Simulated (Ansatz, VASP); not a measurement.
## Two plane-wave programs on BeTe

```xyz
2
Lattice="0.0000 2.8315 2.8315 2.8315 0.0000 2.8315 2.8315 2.8315 0.0000" Properties=species:S:1:pos:R:3 pbc="T T T"
Be    0.0000    0.0000    0.0000
Te    4.2472    4.2472    4.2472
```

Alike in both runs: functional PBE; k mesh 4 × 4 × 4; no spin polarisation.

Ansatz relaxed the structure, and its values are those at the end. VASP's run is a single point on that final structure, the one shown.

```csv
,VASP,Ansatz
version,VASP 6.6.1,Ansatz 0.2.0
potentials or method,"VASP PAW PBE potentials, release 64 (Be, Te), cutoff 600 eV","scalar-relativistic, plane waves, PAW"
occupations,"methfessel-paxton of order 1, width 0.049 eV","cold, width 0.049 eV"
valence electrons in the cell,8,18
```

|  | VASP | Ansatz | Ansatz less VASP |
| --- | --- | --- | --- |
| gap on the k mesh at the Fermi level (eV) | 2.00 | 2.02 | +0.014 |
| least direct gap on the mesh (eV) | 3.61 | 3.63 | +0.018 |
| pressure (GPa) | 0.6 | 0.5 | -0.14 |

VASP's potentials hold 8 valence electrons a cell and Ansatz's 18, so a difference there can come from the potentials and not from the codes. Ansatz's warnings: stress scf threshold loose.

The k mesh is coarse, so the values compare programs but aren't converged. Neither program's run includes spin-orbit coupling.
